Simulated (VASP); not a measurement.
Wanted: the native input for a VASP 6.6.1 run.

* Task: single point
* Functional: HSE06
* Potentials or basis: VASP PAW PBE potentials, release 64 (Na_pv, I)
* Cutoff: 520 eV
* k mesh: 4 × 4 × 4
* Occupations: gaussian, width 0.01 eV
* Spin: no spin polarisation
* Dipole correction: no
* Grid for exact exchange (PRECFOCK): Normal
* Further INCAR settings: ALGO = Normal; EDIFF = 1e-07; NBANDS = 14
* Share of exact exchange: 0.25
* Screening parameter: 0.2079 1/Å

NaI:

```
Na I
1.0
     0.00000    3.65551    3.32638
     3.65551    0.00000    3.32638
     3.65551    3.65551    0.00000
Na I
1 1
Direct
  0.00000 0.00000 0.00000
  0.25000 0.25000 0.25000
```

This cell differs from its parent crystal: epitaxial xy strain +3.2%.

The input as run:

POSCAR

```
NaI
1.0
    0.0000000000      3.6555108415      3.3263808726
    3.6555108415      0.0000000000      3.3263808726
    3.6555108415      3.6555108415      0.0000000000
Na I
1 1
Direct
    0.0000000000      0.0000000000      0.0000000000
    0.2500000000      0.2500000000      0.2500000000
```

INCAR.step1

```
ALGO = Normal
EDIFF = 1E-5
ENCUT = 520
GGA = PE
ISIF = 2
ISMEAR = 0
LASPH = T
LREAL = F
LWAVE = T
NBANDS = 14
NELM = 80
PREC = Accurate
SIGMA = 0.01
```

INCAR.step2

```
ALGO = Normal
EDIFF = 1E-7
ENCUT = 520
GGA = PE
HFSCREEN = 0.2079
ISIF = 2
ISMEAR = 0
ISTART = 1
LASPH = T
LCHARG = T
LELF = T
LHFCALC = T
LREAL = F
LVHAR = T
LWAVE = F
NBANDS = 14
NELM = 80
PREC = Accurate
PRECFOCK = Normal
SIGMA = 0.01
```

KPOINTS

```
k-points
0
Gamma
  4 4 4
```

Potentials or basis: VASP PAW PBE potentials, release 64 (Na_pv, I).

Run with:

```bash
$ cat potpaw_PBE.64/Na_pv/POTCAR potpaw_PBE.64/I/POTCAR > POTCAR
$ cp INCAR.step1 INCAR
$ mpirun -np 1 vasp_std > vasp.out
$ cp INCAR.step2 INCAR
$ mpirun -np 1 vasp_std > vasp.out
```

It gave:

```
Pressure               : 0.1 GPa
Band gap on the k mesh : 4.72 eV
```

Caveat: the cell differs from its parent crystal (epitaxial xy strain +3.2%); the PAW data sets were made with another functional, which shifts forces and pressure a little; spin-orbit coupling is left out, which moves the levels of the heavy elements.

Wall time 15 min on 1 thread of Intel(R) Xeon(R) Platinum 8488C (Sapphire Rapids), on a shared host, peak memory 0.35 GiB.
